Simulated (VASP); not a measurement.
# BeTe (m.b) (F-43m) in VASP: single point with PBE

Aim: the single point of BeTe (m.b) with PBE.

All numbers are computed with VASP 6.6.1; they aren't measurements. Logs are shortened: lines on timing, memory, paths and dates and some standing lists are left out, and cuts for length are marked.

### 1 The cell of the first run

The structure is cubic, space group F-43m (No. 216). Conventional cell: a = 5.665 Å, b = 5.665 Å, c = 5.665 Å, α = 90.00°, β = 90.00°, γ = 90.00°. Within 3.2 Å of Be (site symmetry -43m) lie 4 Te at 2.45 Å. Te (site symmetry -43m) has 4 Be at 2.45 Å within 3.2 Å.

### 2 Single point, PBE

Input file INCAR:

```
ALGO = Normal ; EDIFF = 1E-6
ENCUT = 600 ; GGA = PE
GGA_COMPAT = F ; ISIF = 2
ISMEAR = 0 ; LASPH = T
LCHARG = F ; LREAL = F
LWAVE = F ; NBANDS = 11
NELM = 120 ; PREC = Accurate
SIGMA = 0.02
```

Input file KPOINTS:

```
k-points
0
Gamma
  8 8 8
```

Input file POSCAR:

```
BeTe
1.0
    0.0000000000      2.8323125523      2.8323125523
    2.8323125523      0.0000000000      2.8323125523
    2.8323125523      2.8323125523      0.0000000000
Be Te
1 1
Direct
    0.0000000000      0.0000000000      0.0000000000
    0.2500000000      0.2500000000      0.2500000000
```

Potentials or basis: VASP PAW PBE potentials, release 64 (Be, Te).

The run is started by

```sh
$ cat potpaw_PBE.64/Be/POTCAR potpaw_PBE.64/Te/POTCAR > POTCAR
$ mpirun -np 1 vasp_std > vasp.out
```

OUTCAR:

```text
EDIFF = 1E-6
   ENCUT = 600
   GGA = PE
   ISIF = 2
   ISMEAR = 0
   LASPH = T
   LREAL = F
   NELM = 120
   PREC = Accurate

 ion  position               nearest neighbor table
   1  0.000  0.000  0.000-   2 2.45   2 2.45   2 2.45   2 2.45
   2  0.250  0.250  0.250-   1 2.45   1 2.45   1 2.45   1 2.45

  LATTYP: Found a face centered cubic cell.
 ALAT       =     5.6646251046

  Lattice vectors:

 A1 = (   0.0000000000,   2.8323125523,   2.8323125523)
 A2 = (   2.8323125523,   0.0000000000,   2.8323125523)
 A3 = (   2.8323125523,   2.8323125523,   0.0000000000)

Analysis of symmetry for initial positions (statically):
=====================================================================
 Subroutine PRICEL returns:
 Original cell was already a primitive cell.

 Routine SETGRP: Setting up the symmetry group for a
 face centered cubic supercell.

 Subroutine GETGRP returns: Found 24 space group operations
 (whereof 24 operations were pure point group operations)
 out of a pool of 48 trial point group operations.

The static configuration has the point symmetry T_d .

Analysis of symmetry for dynamics (positions and initial velocities):
=====================================================================
 Subroutine PRICEL returns:
 Original cell was already a primitive cell.

 Routine SETGRP: Setting up the symmetry group for a
 face centered cubic supercell.

 Subroutine GETGRP returns: Found 24 space group operations
 (whereof 24 operations were pure point group operations)
 out of a pool of 48 trial point group operations.

The dynamic configuration has the point symmetry T_d .

 Subroutine INISYM returns: Found 24 space group operations
 (whereof 24 operations are pure point group operations),
 and found     1 'primitive' translations

----------------------------------------------------------------------------------------

                                     Primitive cell

  volume of cell :      45.4416

  direct lattice vectors                    reciprocal lattice vectors
     0.000000000  2.832312552  2.832312552    -0.176534189  0.176534189  0.176534189
     2.832312552  0.000000000  2.832312552     0.176534189 -0.176534189  0.176534189
     2.832312552  2.832312552  0.000000000     0.176534189  0.176534189 -0.176534189

  length of vectors
     4.005494824  4.005494824  4.005494824     0.305766185  0.305766185  0.305766185

  position of ions in fractional coordinates (direct lattice)
     0.000000000  0.000000000  0.000000000
     0.250000000  0.250000000  0.250000000

  ion indices of the primitive-cell ions
   primitive index   ion index
                 1           1
                 2           2

----------------------------------------------------------------------------------------

 KPOINTS: k-points

Automatic generation of k-mesh.
 Grid dimensions read from file:
 generate k-points for:    8    8    8

 Generating k-lattice:

  Cartesian coordinates                     Fractional coordinates (reciprocal lattice)
    -0.022066774  0.022066774  0.022066774     0.125000000  0.000000000  0.000000000
     0.022066774 -0.022066774  0.022066774     0.000000000  0.125000000  0.000000000
     0.022066774  0.022066774 -0.022066774     0.000000000  0.000000000  0.125000000

  Length of vectors
     0.038220773  0.038220773  0.038220773

  Shift w.r.t. Gamma in fractional coordinates (k-lattice)
     0.000000000  0.000000000  0.000000000

 Subroutine IBZKPT returns following result:
 ===========================================

 Found     29 irreducible k-points:

 Following reciprocal coordinates:
            Coordinates               Weight
  0.000000  0.000000  0.000000      1.000000
  0.125000  0.000000  0.000000      8.000000
  0.250000  0.000000  0.000000      8.000000
  0.375000  0.000000  0.000000      8.000000
  0.500000  0.000000  0.000000      4.000000
  0.125000  0.125000  0.000000      6.000000
[... 16 lines left out ...]
  0.500000  0.250000  0.125000     48.000000
 -0.375000  0.250000  0.125000     24.000000
 [... further k-points ...]
   k-points           NKPTS =     29   k-points in BZ     NKDIM =     29   number of bands    NBANDS=     11
   number of dos      NEDOS =    301   number of ions     NIONS =      2
   total plane-waves  NPLWV =  32768
   dimension x,y,z NGX =    32 NGY =   32 NGZ =   32
   dimension x,y,z NGXF=    64 NGYF=   64 NGZF=   64
   ions per type =               1   1
   NGX,Y,Z   is equivalent  to a cutoff of  13.28, 13.28, 13.28 a.u.
   NGXF,Y,Z  is equivalent  to a cutoff of  26.56, 26.56, 26.56 a.u.
 SYSTEM =  unknown system
   PREC   = accura    normal or accurate (medium, high low for compatibility)
   ISTART =      0    job   : 0-new  1-cont  2-samecut
   ICHARG =      2    charge: 1-file 2-atom 10-const
   ISPIN  =      1    spin polarized calculation?
   LNONCOLLINEAR =      F non collinear calculations
   LSORBIT =      F    spin-orbit coupling
   LASPH  =      T    aspherical Exc in radial PAW
   ENCUT  =  600.0 eV  44.10 Ry    6.64 a.u.   8.00  8.00  8.00*2*pi/ulx,y,z
   NELM   =    120;   NELMIN=  2; NELMDL= -5     # of ELM steps
   EDIFF  = 0.1E-05   stopping-criterion for ELM
   LREAL  =      F    real-space projection
   EDIFFG = 0.1E-04   stopping-criterion for IOM
   NSW    =      0    number of steps for IOM
   IBRION =     -1    ionic relax: 0-MD 1-quasi-New 2-CG
   NFREE  =      0    steps in history (QN), initial steepest desc. (CG)
   ISIF   =      2    stress and relaxation
   ISYM   =      2    0-nonsym 1-usesym 2-fastsym
   POTIM  = 0.5000    time-step for ionic-motion
   TEBEG  =    0.0;   TEEND  =   0.0 temperature during run
   PSTRESS=    0.0 pullay stress
   NELECT =       8.0000    total number of electrons
   NUPDOWN=      -1.0000    fix difference up-down
   EMIN   =  10.00;   EMAX   =-10.00  energy-range for DOS
   EFERMI =   0.00;   METHOD = LEGACY
   ISMEAR =     0;   SIGMA  =   0.02  broadening in eV -4-tet -1-fermi 0-gaus
   EFERMI_NEDOS =   21; number of points for ismear=-14 and -15
   IALGO  =     38    algorithm
   IMIX   =      4    mixing-type and parameters
     AMIX     =   0.40;   BMIX     =  1.00
     AMIX_MAG =   1.60;   BMIX_MAG =  1.00
  volume/ion in A,a.u.               =      22.72       153.33
  Fermi-wavevector in a.u.,A,eV,Ry     =   0.917530  1.733880 11.454221  0.841861
  Thomas-Fermi vector in A             =   2.042509
   LORBIT       =      0    0 simple, 1 ext, 2 COOP (PROOUT), +10 PAW based schemes
   GGA     = PE    functional components
   LHFCALC =     F    Hartree Fock is set to
   AEXX    =    0.0000 exact exchange contribution
   IVDW    =     0    specifies the selected vdW correction
   LEPSILON=     F    determine dielectric tensor
   LRPA    =     F    only Hartree local field effects (RPA)
 non-spin polarized calculation
 Gauss-broadening in eV      SIGMA  =   0.02
  energy-cutoff  :      600.00
  volume of cell :       45.44
 maximum number of plane-waves:      1540
   NGX = 15   NGY = 15   NGZ = 15

 number of electron       8.0000000 magnetization

 Free energy of the ion-electron system (eV)
  ---------------------------------------------------
  ext. energy  EPLUGINS =         0.00000000
  ---------------------------------------------------
  free energy    TOTEN  =        -7.62451174 eV

  energy without entropy =       -7.62451174  energy(sigma->0) =       -7.62451174

 E-fermi :   5.0269     XC(G=0):  -8.9873

 val. band max:        4.9038453307   @ k =   0.0000   0.0000   0.0000
 cond. band min:       6.9194459075   @ k =   0.5000   0.5000   0.0000
 fundamental gap:      2.0156005768
 Fermi energy:         5.0268534473

 k-point     1 :       0.0000    0.0000    0.0000
  band No.  band energies     occupation
      1      -7.2802      2.00000
      2       4.9038      2.00000
      3       4.9038      2.00000
      4       4.9038      2.00000
      5       8.5276      0.00000
      6       8.5276      0.00000
      7       8.5276      0.00000
      8       8.5993      0.00000
      9      13.1945      0.00000
     10      15.1123      0.00000
     11      15.1123      0.00000

 k-point     2 :       0.1250    0.0000    0.0000
  band No.  band energies     occupation
      1      -7.1362      2.00000
      2       3.6115      2.00000
      3       4.6760      2.00000
      4       4.6760      2.00000
      5       8.4113      0.00000
      6       8.8626      0.00000
      7       8.8626      0.00000
      8       9.9132      0.00000
      9      13.6203      0.00000
     10      14.2058      0.00000
     11      14.2058      0.00000

 k-point     3 :       0.2500    0.0000    0.0000
  band No.  band energies     occupation
      1      -6.7401      2.00000
      2       1.6437      2.00000
      3       4.2487      2.00000
      4       4.2487      2.00000
      5       8.1787      0.00000
      6       9.3856      0.00000
      7       9.3856      0.00000
      8      11.8449      0.00000
      9      13.9300      0.00000
     10      13.9300      0.00000
     11      13.9360      0.00000

 k-point     4 :       0.3750    0.0000    0.0000
  band No.  band energies     occupation
      1      -6.2386      2.00000
      2       0.0937      2.00000
      3       3.9187      2.00000
      4       3.9187      2.00000
      5       7.9980      0.00000
      6       9.5265      0.00000
      7       9.5265      0.00000
      8      12.7458      0.00000
      9      14.5855      0.00000
     10      14.9488      0.00000
     11      14.9488      0.00000
[... 239 lines left out ...]
 k-point    22 :       0.3750    0.2500    0.1250
  band No.  band energies     occupation
      1      -6.4131      2.00000
      2       1.3889      2.00000
      3       2.7107      2.00000
      4       3.7083      2.00000
      5       8.5048      0.00000
      6       9.6925      0.00000
      7      10.3054      0.00000
      8      11.1449      0.00000
      9      13.8965      0.00000
     10      15.4185      0.00000
     11      15.9540      0.00000

 k-point    23 :       0.5000    0.2500    0.1250
  band No.  band energies     occupation
      1      -5.9688      2.00000
      2       0.3633      2.00000
      3       2.1801      2.00000
      4       3.2652      2.00000
      5       8.9357      0.00000
      6       9.5723      0.00000
      7      10.7917      0.00000
      8      11.7768      0.00000
      9      14.7032      0.00000
     10      15.1603      0.00000
     11      17.0784      0.00000

 k-point    24 :      -0.3750    0.2500    0.1250
  band No.  band energies     occupation
      1      -5.7463      2.00000
      2      -0.1158      2.00000
      3       2.0699      2.00000
      4       3.0487      2.00000
      5       9.0861      0.00000
      6       9.2937      0.00000
      7      11.5163      0.00000
      8      12.5984      0.00000
      9      13.3779      0.00000
     10      16.4200      0.00000
     11      16.7581      0.00000

 [... further k-points ...]
[... 5 lines left out ...]
  --------------------------------------------------------------------------------------
  -------------------------------------------------------------------------------------
  Total        0.0317409      0.0317409      0.0317409     -0.0000000      0.0000000      0.0000000
  in kB        1.1191195      1.1191195      1.1191195     -0.0000000      0.0000000      0.0000000
  external PRESSURE =       1.1191195 kB  Pullay stress =       0.0000000 kB

 VOLUME and BASIS-vectors are now :
 -----------------------------------------------------------------------------
  energy-cutoff  :      600.00
  volume of cell :       45.44
      direct lattice vectors                 reciprocal lattice vectors
     0.000000000  2.832312552  2.832312552    -0.176534189  0.176534189  0.176534189
     2.832312552  0.000000000  2.832312552     0.176534189 -0.176534189  0.176534189
     2.832312552  2.832312552  0.000000000     0.176534189  0.176534189 -0.176534189

 POSITION                                       TOTAL-FORCE (eV/Angst)
 -----------------------------------------------------------------------------------
      0.00000      0.00000      0.00000        -0.000000      0.000000      0.000000
      1.41616      1.41616      1.41616         0.000000     -0.000000     -0.000000
 -----------------------------------------------------------------------------------
    total drift:                                0.000000      0.000000      0.000000

  FREE ENERGIE OF THE ION-ELECTRON SYSTEM (eV)
  ---------------------------------------------------
  free  energy   TOTEN  =        -7.6245117398 eV

  energy  without entropy=       -7.6245117398  energy(sigma->0) =       -7.62451174
```

It took 30 s on 1 thread of Intel Xeon 8259CL, shared host; peak memory 0.18 GiB.

What came out:

```
Free energy            : -7.6245 eV
Pressure               : 0.1 GPa
Band gap on the k mesh : 2.02 eV, indirect (least direct gap 3.62 eV)
```

Caveat: spin-orbit coupling is left out, which moves the levels of the heavy elements.
